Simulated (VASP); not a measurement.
# Si4S (P6/mmm) in VASP: further runs, part 2 of 2

VASP 6.6.1. Earlier steps stand in the parts before.

**3. Relaxation of cell and atoms, PBE**

This run uses another cell than the first one, of 20.64 Å³/atom.

The input, INCAR:

```
PREC = Accurate
ENCUT = 600
EDIFF = 1E-6
ISMEAR = 0
SIGMA = 0.1
LREAL = F
LASPH = T
NELM = 80
ALGO = Normal
ISIF = 3
LWAVE = F
LCHARG = F
GGA = PE
IBRION = 2
NSW = 90
EDIFFG = -0.04
```

The input, KPOINTS:

```
Automatic mesh
0
Gamma
  6 6 2
```

The input, POSCAR:

```
Si4S
1.0
    3.6870953900      0.0000000000      0.0000000000
   -1.8435477000      3.1931182800      0.0000000000
    0.0000000000      0.0000000000      8.7669203500
Si S
4 1
Direct
    0.3333333300      0.6666666700      0.8133467200
    0.6666666700      0.3333333300      0.8133467200
    0.6666666700      0.3333333300      0.1866532800
    0.3333333300      0.6666666700      0.1866532800
    0.0000000000      0.0000000000      0.0000000000
```

Potentials or basis: VASP PAW PBE potentials, release 64 (Si, S).

On the command line:

```console
> cat potpaw_PBE.64/Si/POTCAR potpaw_PBE.64/S/POTCAR > POTCAR
> mpirun -np 1 vasp_std > vasp.out
```

OUTCAR:

```text
PREC = Accurate
   ENCUT = 600
   EDIFF = 1E-6
   ISMEAR = 0
   LREAL = F
   LASPH = T
   NELM = 80
   ISIF = 3
   GGA = PE
   IBRION = 2
   NSW = 90
   EDIFFG = -0.04

 ion  position               nearest neighbor table
   1  0.333  0.667  0.813-   2 2.13   2 2.13   2 2.13   5 2.69   5 2.69   5 2.69
   2  0.667  0.333  0.813-   1 2.13   1 2.13   1 2.13   5 2.69   5 2.69   5 2.69
   3  0.667  0.333  0.187-   4 2.13   4 2.13   4 2.13   5 2.69   5 2.69   5 2.69
   4  0.333  0.667  0.187-   3 2.13   3 2.13   3 2.13   5 2.69   5 2.69   5 2.69
   5  0.000  0.000  0.000-   1 2.69   2 2.69   3 2.69   4 2.69   2 2.69   3 2.69   1 2.69   4 2.69
                             2 2.69   3 2.69   1 2.69   4 2.69

  LATTYP: Found a hexagonal cell.
 ALAT       =     3.6870953900
 C/A-ratio  =     2.3777308213

  Lattice vectors:

 A1 = (   3.6870953900,   0.0000000000,   0.0000000000)
 A2 = (  -1.8435477000,   3.1931182800,   0.0000000000)
 A3 = (   0.0000000000,   0.0000000000,   8.7669203500)

Analysis of symmetry for initial positions (statically):
=====================================================================
 Subroutine PRICEL returns:
 Original cell was already a primitive cell.

 Routine SETGRP: Setting up the symmetry group for a
 hexagonal supercell.

 Subroutine GETGRP returns: Found 24 space group operations
 (whereof 24 operations were pure point group operations)
 out of a pool of 24 trial point group operations.

The static configuration has the point symmetry D_6h.
[... 289 lines left out ...]
      8       1.6993      2.00000
      9       1.6993      2.00000
     10       2.6348      2.00000
     11       2.6348      2.00000
     12       3.1373      2.00000
     13       4.9432      0.00000
     14       5.4614      0.00000
[... 221 lines left out ...]
      2      -5.2752      2.00000
      3      -5.2752      2.00000
      4      -3.4987      2.00000
      5      -3.4987      2.00000
      6      -1.8796      2.00000
      7       0.9627      2.00000
      8       0.9627      2.00000
      9       1.0745      2.00000
     10       4.1892      1.92994
     11       5.1593      0.00000
     12       5.1593      0.00000
     13       5.2480      0.00000
     14       5.2480      0.00000
     15       7.9413      0.00000

[... ionic steps 4 to 19 ...]

--------------------------------------- Ionic step       20  -------------------------------------------

 number of electron      22.0000002 magnetization

------------------------ aborting loop because EDIFF is reached ----------------------------------------
[... 73 lines left out ...]
--------------------------------------- Ionic step       22  -------------------------------------------

 number of electron      22.0000002 magnetization

 Free energy of the ion-electron system (eV)
  ---------------------------------------------------
  ext. energy  EPLUGINS =         0.00000000
  ---------------------------------------------------
  free energy    TOTEN  =       -22.84506079 eV

  energy without entropy =      -22.82882744  energy(sigma->0) =      -22.83694411

 E-fermi :   4.6766     XC(G=0):  -8.7426

 val. band max:        4.6558457275   @ k =   0.3333   0.1667   0.0000
 cond. band min:       4.7165073390   @ k =   0.1667   0.1667   0.0000
 fundamental gap:      0.0606616115
 Fermi energy:         4.6765675403

 k-point     1 :       0.0000    0.0000    0.0000
  band No.  band energies     occupation
      1     -10.3192      2.00000
      2      -4.6600      2.00000
      3      -3.5465      2.00000
      4       0.1401      2.00000
      5       0.1401      2.00000
      6       1.0098      2.00000
      7       1.3315      2.00000
      8       1.6439      2.00000
      9       1.6439      2.00000
     10       3.2162      2.00000
     11       4.0628      2.00000
     12       4.0628      2.00000
     13       5.3145      0.00000
     14       7.0756      0.00000
[... 265 lines left out ...]
  FREE ENERGIE OF THE ION-ELECTRON SYSTEM (eV)
  ---------------------------------------------------
  free  energy   TOTEN  =       -22.8450607892 eV

  energy  without entropy=      -22.8288274376  energy(sigma->0) =      -22.83694411

 reached required accuracy - stopping structural energy minimisation
```

CONTCAR:

```text
Si4S
   1.00000000000000
     4.2983045906663770   -0.0000000011532744    0.0000000000000000
    -2.1491523021608030    3.7224409788193613   -0.0000000000000000
     0.0000000000000000    0.0000000000000000    6.9124754567844473
  Si              S
     4     1
Direct
     0.3333333300000021    0.6666666699999979    0.8203039369194786
     0.6666666699999979    0.3333333300000021    0.8203039369194786
     0.6666666699999979    0.3333333300000021    0.1796960630805214
     0.3333333300000021    0.6666666699999979    0.1796960630805214
     0.0000000000000000    0.0000000000000000    0.0000000000000000

  0.00000000E+00  0.00000000E+00  0.00000000E+00
  0.00000000E+00  0.00000000E+00  0.00000000E+00
  0.00000000E+00  0.00000000E+00  0.00000000E+00
  0.00000000E+00  0.00000000E+00  0.00000000E+00
  0.00000000E+00  0.00000000E+00  0.00000000E+00
```

Wall time 12 min (1 thread of Intel Xeon 8259CL, shared host); peak memory 0.25 GiB.

What came out:

| Item | Value |
| --- | --- |
| Free energy | -22.8451 eV |
| Relaxed volume | 22.12 Å³/atom |
| Relaxed cell | a = 4.298 Å, b = 4.298 Å, c = 6.912 Å, α = 90.00°, β = 90.00°, γ = 120.00° |
| Space group after relaxing (to 0.1 Å) | P6/mmm (No. 191) |
| Energy gained by relaxing | 463.5 meV/atom |
| Ionic steps | 22 |
| Pressure after relaxing | -0.1 GPa |
| Largest force after relaxing | 0.034 eV/Å |
| Band gap on the k mesh | zero (bands 11 and 12 overlap by 1.43 eV) |

Forces in eV/Å, atoms in the order of the input:
```
Si   0.000  0.000 -0.034
Si   0.000  0.000 -0.034
Si   0.000  0.000  0.034
Si   0.000  0.000  0.034
S    0.000  0.000  0.000
```

Stress tensor (GPa, compression positive):
```
 0.01  0.00  0.00
 0.00  0.01  0.00
 0.00  0.00 -0.28
```

Step by step:
```
step  energy change (eV)  largest force (eV/Å)  pressure (GPa)  volume (Å³)
   1              0.0000                0.6853           24.22       103.22
   2             -0.6551                0.5091           -8.14       156.11
   3             -1.8005                0.0697           -0.64       127.34
   4             -1.8017                0.0589           -0.34       126.80
   5             -1.8017                0.0486           -0.05       126.30
   6             -1.8068                0.0635           -0.09       125.78
   7             -1.8307                0.1798           -0.23       124.20
   8             -1.8972                0.0783           -0.05       120.97
   9             -1.9321                0.0168            0.88       114.26
  10             -1.9477                1.6570            8.74        99.78
  11             -1.9600                0.1874            1.21       112.71
  12             -2.1620                0.0214            4.14       106.39
  13             -2.1651                0.5220            5.99       103.12
  14             -2.1767                0.1244            4.97       104.94
  15             -2.1776                0.2948            5.47       104.03
  16             -2.2147                0.2466            4.58       104.96
  17             -2.2903                0.1142            2.14       107.76
  18             -2.2981                0.1143           -1.85       113.51
  19             -2.3164                0.0185           -0.24       110.95
  20             -2.3165                0.0129           -0.14       110.81
  21             -2.3168                0.0013           -0.13       110.76
  22             -2.3174                0.0338           -0.09       110.60
```

Final structure:
```
CELL_PARAMETERS angstrom
4.29830 0.00000 0.00000
-2.14915 3.72244 0.00000
0.00000 0.00000 6.91248
ATOMIC_POSITIONS crystal
Si 0.33333 0.66667 0.82030
Si 0.66667 0.33333 0.82030
Si 0.66667 0.33333 0.17970
Si 0.33333 0.66667 0.17970
S 0.00000 0.00000 0.00000
```

Levels at points of the mesh, in eV from the Fermi level:
```csv
k point,band 9,band 10,band 11,band 12,band 13,band 14
"(0.00, 0.00, 0.00)",-3.03,-1.46,-0.61,-0.61,0.64,2.40
"(0.50, 0.00, 0.00)",-1.88,-1.45,0.62,1.14,2.05,3.56
"(0.00, 0.00, 0.50)",-3.01,-1.95,-0.69,-0.69,0.36,1.52
"(0.50, 0.00, 0.50)",-1.97,-0.94,0.73,1.23,1.81,2.41
```

Caveat: a cell axis changed by over 15 % at a fixed basis, so the end point is rough.

The gap in the log of VASP goes by the Fermi energy; the results here count the filled bands.